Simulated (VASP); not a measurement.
# NbSn2Te3 (P-3m1) in VASP: single point with PBE

Aim: the single point of NbSn2Te3 with PBE.

All numbers are computed with VASP 6.6.1; they aren't measurements. Logs are shortened: lines on timing, memory, paths and dates and some standing lists are left out, and cuts for length are marked.

### 1 The cell of the first run

Symmetry: P-3m1, No. 164, trigonal system. Conventional cell: a = 3.791 Å, b = 3.791 Å, c = 14.049 Å, α = 90.00°, β = 90.00°, γ = 120.00°. Within 3.8 Å of Nb (site symmetry -3m) lie 6 Te at 2.83 Å and 6 Nb at 3.79 Å. Sn (site symmetry 3m) has 6 Te at 3.09 to 3.75 Å and 6 Sn at 3.79 Å within 4.1 Å. Te (site symmetry 3m) has 3 Nb at 2.83 Å and 3 Sn at 3.75 Å and 6 Te at 3.79 Å within 3.8 Å. Within 4.1 Å of Te (site symmetry -3m) lie 6 Sn at 3.09 Å and 6 Te at 3.79 Å.

### 2 Single point, PBE

INCAR reads:

```
ALGO     = Normal         # electronic algorithm
EDIFF    = 1E-6           # SCF threshold, eV
ENCUT    = 520            # plane-wave cutoff, eV
GGA      = PE             # functional
ISIF     = 2              # what is computed and relaxed
ISMEAR   = 0              # smearing method
LASPH    = True           # aspherical terms in the spheres
LCHARG   = False          # write CHGCAR
LREAL    = False          # projectors in reciprocal space
LWAVE    = False          # write WAVECAR
NBANDS   = 38             # bands
NELM     = 100            # most SCF steps
PREC     = Accurate       # precision mode
SIGMA    = 0.1            # smearing width, eV
```

KPOINTS reads:

```
k-points
0
Gamma
  12 12 4
```

POSCAR reads:

```
NbSn2Te3
1.0
    3.7909765844      0.0000000000      0.0000000000
   -1.8954882922      3.2830820272      0.0000000000
    0.0000000000      0.0000000000     14.0493763955
Nb Sn Te
1 2 3
Direct
    0.0000000000      0.0000000000      0.0000000000
    0.3333333333      0.6666666667      0.3451516428
    0.6666666667      0.3333333333      0.6548483572
    0.3333333333      0.6666666667      0.8717571722
    0.6666666667      0.3333333333      0.1282428278
    0.0000000000      0.0000000000      0.5000000000
```

Potentials or basis: VASP PAW PBE potentials, release 64 (Nb_sv, Sn_d, Te).

Run with:

```
cat potpaw_PBE.64/Nb_sv/POTCAR potpaw_PBE.64/Sn_d/POTCAR potpaw_PBE.64/Te/POTCAR > POTCAR
mpirun -np 1 vasp_std > vasp.out
```

OUTCAR:

```text
EDIFF = 1E-6
   ENCUT = 520
   GGA = PE
   ISIF = 2
   ISMEAR = 0
   LASPH = True
   LREAL = False
   NELM = 100
   PREC = Accurate

 ion  position               nearest neighbor table
   1  0.000  0.000  0.000-   4 2.83   5 2.83   4 2.83   5 2.83   5 2.83   4 2.83
   2  0.333  0.667  0.345-   6 3.09   6 3.09   6 3.09
   3  0.667  0.333  0.655-   6 3.09   6 3.09   6 3.09
   4  0.333  0.667  0.872-   1 2.83   1 2.83   1 2.83
   5  0.667  0.333  0.128-   1 2.83   1 2.83   1 2.83
   6  0.000  0.000  0.500-   2 3.09   3 3.09   2 3.09   3 3.09   3 3.09   2 3.09

  LATTYP: Found a hexagonal cell.
 ALAT       =     3.7909765844
 C/A-ratio  =     3.7060045302

  Lattice vectors:

 A1 = (   3.7909765844,   0.0000000000,   0.0000000000)
 A2 = (  -1.8954882922,   3.2830820272,   0.0000000000)
 A3 = (   0.0000000000,   0.0000000000,  14.0493763955)

Analysis of symmetry for initial positions (statically):
=====================================================================
 Subroutine PRICEL returns:
 Original cell was already a primitive cell.

 Routine SETGRP: Setting up the symmetry group for a
 hexagonal supercell.

 Subroutine GETGRP returns: Found 12 space group operations
 (whereof 12 operations were pure point group operations)
 out of a pool of 24 trial point group operations.

The static configuration has the point symmetry D_3d.

Analysis of symmetry for dynamics (positions and initial velocities):
=====================================================================
 Subroutine PRICEL returns:
 Original cell was already a primitive cell.

 Routine SETGRP: Setting up the symmetry group for a
 hexagonal supercell.

 Subroutine GETGRP returns: Found 12 space group operations
 (whereof 12 operations were pure point group operations)
 out of a pool of 24 trial point group operations.

The dynamic configuration has the point symmetry D_3d.

 Subroutine INISYM returns: Found 12 space group operations
 (whereof 12 operations are pure point group operations),
 and found     1 'primitive' translations

----------------------------------------------------------------------------------------

                                     Primitive cell

  volume of cell :     174.8598

  direct lattice vectors                    reciprocal lattice vectors
     3.790976584  0.000000000  0.000000000     0.263784272  0.152295921  0.000000000
    -1.895488292  3.283082027  0.000000000     0.000000000  0.304591841  0.000000000
     0.000000000  0.000000000 14.049376395     0.000000000  0.000000000  0.071177536

  length of vectors
     3.790976584  3.790976584 14.049376395     0.304591841  0.304591841  0.071177536

  position of ions in fractional coordinates (direct lattice)
     0.000000000  0.000000000  0.000000000
     0.333333333  0.666666667  0.345151643
     0.666666667  0.333333333  0.654848357
     0.333333333  0.666666667  0.871757172
     0.666666667  0.333333333  0.128242828
     0.000000000  0.000000000  0.500000000

  ion indices of the primitive-cell ions
   primitive index   ion index
                 1           1
                 2           2
                 3           3
                 4           4
                 5           5
                 6           6

----------------------------------------------------------------------------------------

 KPOINTS: k-points

Automatic generation of k-mesh.
 Grid dimensions read from file:
 generate k-points for:   12   12    4

 Generating k-lattice:

  Cartesian coordinates                     Fractional coordinates (reciprocal lattice)
     0.021982023  0.012691327  0.000000000     0.083333333  0.000000000  0.000000000
     0.000000000  0.025382653  0.000000000     0.000000000  0.083333333  0.000000000
     0.000000000  0.000000000  0.017794384     0.000000000  0.000000000  0.250000000

  Length of vectors
     0.025382653  0.025382653  0.017794384

  Shift w.r.t. Gamma in fractional coordinates (k-lattice)
     0.000000000  0.000000000  0.000000000

 Subroutine IBZKPT returns following result:
 ===========================================

 Found     69 irreducible k-points:

 Following reciprocal coordinates:
            Coordinates               Weight
  0.000000  0.000000  0.000000      1.000000
  0.083333  0.000000  0.000000      6.000000
  0.166667 -0.000000  0.000000      6.000000
  0.250000 -0.000000  0.000000      6.000000
  0.333333  0.000000  0.000000      6.000000
  0.416667  0.000000  0.000000      6.000000
[... 16 lines left out ...]
  0.166667 -0.000000  0.250000      6.000000
  0.000000  0.166667  0.250000      6.000000
 [... further k-points ...]
   k-points           NKPTS =     69   k-points in BZ     NKDIM =     69   number of bands    NBANDS=     38
   number of dos      NEDOS =    301   number of ions     NIONS =      6
   total plane-waves  NPLWV =  84672
   dimension x,y,z NGX =    28 NGY =   28 NGZ =  108
   dimension x,y,z NGXF=    56 NGYF=   56 NGZF=  216
   ions per type =               1   2   3
   NGX,Y,Z   is equivalent  to a cutoff of  12.28, 12.28, 12.78 a.u.
   NGXF,Y,Z  is equivalent  to a cutoff of  24.56, 24.56, 25.56 a.u.
 SYSTEM =  unknown system
   PREC   = accura    normal or accurate (medium, high low for compatibility)
   ISTART =      0    job   : 0-new  1-cont  2-samecut
   ICHARG =      2    charge: 1-file 2-atom 10-const
   ISPIN  =      1    spin polarized calculation?
   LNONCOLLINEAR =      F non collinear calculations
   LSORBIT =      F    spin-orbit coupling
   LASPH  =      T    aspherical Exc in radial PAW
   ENCUT  =  520.0 eV  38.22 Ry    6.18 a.u.   7.05  7.05 26.12*2*pi/ulx,y,z
   NELM   =    100;   NELMIN=  2; NELMDL= -5     # of ELM steps
   EDIFF  = 0.1E-05   stopping-criterion for ELM
   LREAL  =      F    real-space projection
   EDIFFG = 0.1E-04   stopping-criterion for IOM
   NSW    =      0    number of steps for IOM
   IBRION =     -1    ionic relax: 0-MD 1-quasi-New 2-CG
   NFREE  =      0    steps in history (QN), initial steepest desc. (CG)
   ISIF   =      2    stress and relaxation
   ISYM   =      2    0-nonsym 1-usesym 2-fastsym
   POTIM  = 0.5000    time-step for ionic-motion
   TEBEG  =    0.0;   TEEND  =   0.0 temperature during run
   PSTRESS=    0.0 pullay stress
   NELECT =      59.0000    total number of electrons
   NUPDOWN=      -1.0000    fix difference up-down
   EMIN   =  10.00;   EMAX   =-10.00  energy-range for DOS
   EFERMI =   0.00;   METHOD = LEGACY
   ISMEAR =     0;   SIGMA  =   0.10  broadening in eV -4-tet -1-fermi 0-gaus
   EFERMI_NEDOS =   21; number of points for ismear=-14 and -15
   IALGO  =     38    algorithm
   IMIX   =      4    mixing-type and parameters
     AMIX     =   0.40;   BMIX     =  1.00
     AMIX_MAG =   1.60;   BMIX_MAG =  1.00
  volume/ion in A,a.u.               =      29.14       196.67
  Fermi-wavevector in a.u.,A,eV,Ry     =   1.139713  2.153745 17.673233  1.298946
  Thomas-Fermi vector in A             =   2.276416
   LORBIT       =      0    0 simple, 1 ext, 2 COOP (PROOUT), +10 PAW based schemes
   GGA     = PE    functional components
   LHFCALC =     F    Hartree Fock is set to
   AEXX    =    0.0000 exact exchange contribution
   IVDW    =     0    specifies the selected vdW correction
   LEPSILON=     F    determine dielectric tensor
   LRPA    =     F    only Hartree local field effects (RPA)
 non-spin polarized calculation
 Gauss-broadening in eV      SIGMA  =   0.10
  energy-cutoff  :      520.00
  volume of cell :      174.86
 maximum number of plane-waves:      4743
   NGX = 15   NGY = 15   NGZ = 53

 number of electron      59.0000013 magnetization

 Free energy of the ion-electron system (eV)
  ---------------------------------------------------
  ext. energy  EPLUGINS =         0.00000000
  ---------------------------------------------------
  free energy    TOTEN  =       -28.30904051 eV

  energy without entropy =      -28.28831869  energy(sigma->0) =      -28.29867960

 E-fermi :   7.2161     XC(G=0):  -9.8443

 val. band max:        7.2142397567   @ k =   0.1667   0.1667   0.2500
 cond. band min:       7.2223570417   @ k =   0.2500   0.2500   0.5000
 fundamental gap:      0.0081172851
 Fermi energy:         7.2160618969

 k-point     1 :       0.0000    0.0000    0.0000
  band No.  band energies     occupation
      1     -48.2551      2.00000
      2     -24.3089      2.00000
      3     -24.3089      2.00000
      4     -24.2539      2.00000
      5     -14.4322      2.00000
      6     -14.4291      2.00000
[... 30 lines left out ...]
     37      11.7093      0.00000
     38      11.7377      0.00000

 k-point     2 :       0.0833    0.0000    0.0000
  band No.  band energies     occupation
      1     -48.2547      2.00000
      2     -24.3154      2.00000
      3     -24.3104      2.00000
      4     -24.2524      2.00000
      5     -14.4306      2.00000
      6     -14.4277      2.00000
[... 30 lines left out ...]
     37      11.1171      0.00000
     38      11.7159      0.00000

 k-point     3 :       0.1667   -0.0000    0.0000
  band No.  band energies     occupation
      1     -48.2535      2.00000
      2     -24.3329      2.00000
      3     -24.3145      2.00000
      4     -24.2483      2.00000
      5     -14.4286      2.00000
      6     -14.4274      2.00000
[... 30 lines left out ...]
     37      10.7107      0.00000
     38      11.6933      0.00000

 k-point     4 :       0.2500   -0.0000    0.0000
  band No.  band energies     occupation
      1     -48.2520      2.00000
      2     -24.3568      2.00000
      3     -24.3200      2.00000
      4     -24.2428      2.00000
      5     -14.4310      2.00000
      6     -14.4305      2.00000
[... 30 lines left out ...]
     37      10.6760      0.00000
     38      11.2752      0.00000
[... 703 lines left out ...]
      4     -24.2524      2.00000
      5     -14.4306      2.00000
      6     -14.4277      2.00000
[... 30 lines left out ...]
     37      11.0491      0.00000
     38      11.7314      0.00000

 k-point    23 :       0.1667   -0.0000    0.2500
  band No.  band energies     occupation
      1     -48.2535      2.00000
      2     -24.3329      2.00000
      3     -24.3145      2.00000
      4     -24.2483      2.00000
      5     -14.4286      2.00000
      6     -14.4274      2.00000
[... 30 lines left out ...]
     37      11.0138      0.00000
     38      11.6734      0.00000

 k-point    24 :       0.0000    0.1667    0.2500
  band No.  band energies     occupation
      1     -48.2535      2.00000
      2     -24.3329      2.00000
      3     -24.3145      2.00000
      4     -24.2483      2.00000
      5     -14.4286      2.00000
      6     -14.4274      2.00000
[... 30 lines left out ...]
     37      10.7076      0.00000
     38      11.6019      0.00000

 [... further k-points ...]
[... 5 lines left out ...]
  --------------------------------------------------------------------------------------
  -------------------------------------------------------------------------------------
  Total       -0.0845584     -0.0845584     -0.0615071      0.0000000      0.0000000     -0.0000000
  in kB       -0.7747782     -0.7747782     -0.5635679      0.0000000      0.0000000     -0.0000000
  external PRESSURE =      -0.7043748 kB  Pullay stress =       0.0000000 kB

 VOLUME and BASIS-vectors are now :
 -----------------------------------------------------------------------------
  energy-cutoff  :      520.00
  volume of cell :      174.86
      direct lattice vectors                 reciprocal lattice vectors
     3.790976584  0.000000000  0.000000000     0.263784272  0.152295921  0.000000000
    -1.895488292  3.283082027  0.000000000     0.000000000  0.304591841  0.000000000
     0.000000000  0.000000000 14.049376395     0.000000000  0.000000000  0.071177536

 POSITION                                       TOTAL-FORCE (eV/Angst)
 -----------------------------------------------------------------------------------
      0.00000      0.00000      0.00000        -0.000000      0.000000      0.000000
     -0.00000      2.18872      4.84917        -0.000000      0.000000     -0.009105
      1.89549      1.09436      9.20021         0.000000      0.000000      0.009105
     -0.00000      2.18872     12.24764         0.000000     -0.000000      0.009440
      1.89549      1.09436      1.80173        -0.000000      0.000000     -0.009440
      0.00000      0.00000      7.02469        -0.000000      0.000000      0.000000
 -----------------------------------------------------------------------------------
    total drift:                                0.000000      0.000000      0.000000

  FREE ENERGIE OF THE ION-ELECTRON SYSTEM (eV)
  ---------------------------------------------------
  free  energy   TOTEN  =       -28.3090405136 eV

  energy  without entropy=      -28.2883186893  energy(sigma->0) =      -28.29867960
```

It took 4.7 min on 1 thread of Intel Xeon 6975P-C (Granite Rapids), shared host; peak memory 0.56 GiB.

What came out:

| Quantity | Value |
| --- | --- |
| Free energy | -28.3090 eV |
| Pressure | -0.1 GPa |
| Largest force | 0.009 eV/Å |
| Band gap on the k mesh | zero (an odd number of electrons rules out a gap without spin polarisation) |

Forces on the atoms (eV/Å):
```
Nb   0.000  0.000  0.000
Sn   0.000  0.000 -0.009
Sn   0.000  0.000  0.009
Te   0.000  0.000  0.009
Te   0.000  0.000 -0.009
Te   0.000  0.000  0.000
```

Levels at points of the mesh, in eV from the Fermi level:
```tsv
k point	band 27	band 28	band 29	band 30	band 31	band 32	band 33	band 34
(0.00, 0.00, 0.00)	-0.03	-0.03	-0.03	0.53	0.53	2.14	3.16	3.16
(0.50, 0.00, 0.00)	-1.63	-1.53	-1.01	-0.97	0.76	1.15	1.22	1.81
(0.00, 0.00, 0.50)	-0.03	-0.03	0.40	0.53	0.53	2.45	3.27	3.27
(0.50, 0.00, 0.50)	-1.70	-1.40	-1.04	-0.82	1.03	1.12	1.22	1.73
```

Caveat: spin-orbit coupling is left out, which moves the levels of the heavy elements.
